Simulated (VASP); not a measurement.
A run of VASP 6.6.1 is set up as follows.

The input INCAR:

```
PREC = Accurate
ENCUT = 600
EDIFF = 1E-7
ISMEAR = -1
SIGMA = 0.05
LREAL = False
LASPH = True
NELM = 150
ALGO = Normal
ISIF = 3
LWAVE = False
LCHARG = False
ISPIN = 2
MAGMOM = 2 2
LORBIT = 11
LMAXMIX = 4
GGA = B5
ALDAX = 1.0
AGGAX = 1.0
AGGAC = 1.0
ALDAC = 0.0
IBRION = 2
NSW = 80
EDIFFG = -0.02
```

File KPOINTS:

```
regular mesh
0
Gamma
  12 12 7
```

Contents of POSCAR:

```
Co
1.0
    2.4719999032      0.0000000000      0.0000000000
   -1.2359999516      2.1408147143      0.0000000000
    0.0000000000      0.0000000000      4.0211440800
Co
2
Direct
    0.6666666667      0.3333333333      0.7500000000
    0.3333333333      0.6666666667      0.2500000000
```

Potentials or basis: VASP PAW PBE potentials, release 64 (Co).

Command:

```sh
$ cat potpaw_PBE.64/Co/POTCAR > POTCAR
$ mpirun -np 1 vasp_std > vasp.out
```

Q: Predict the net moment.

A: 3.25 μB per cell.

Q: Estimate the space group after relaxing (to 0.05 Å).

A: P6_3/mmc (No. 194).

Q: Estimate the site moments.

A: Co +1.65 μB.

Stress tensor (GPa, compression positive):
```
 0.24  0.00  0.00
 0.00  0.24  0.00
 0.00  0.00 -0.19
```

Caveat: the PAW data sets were made with another functional, which shifts forces and pressure a little.
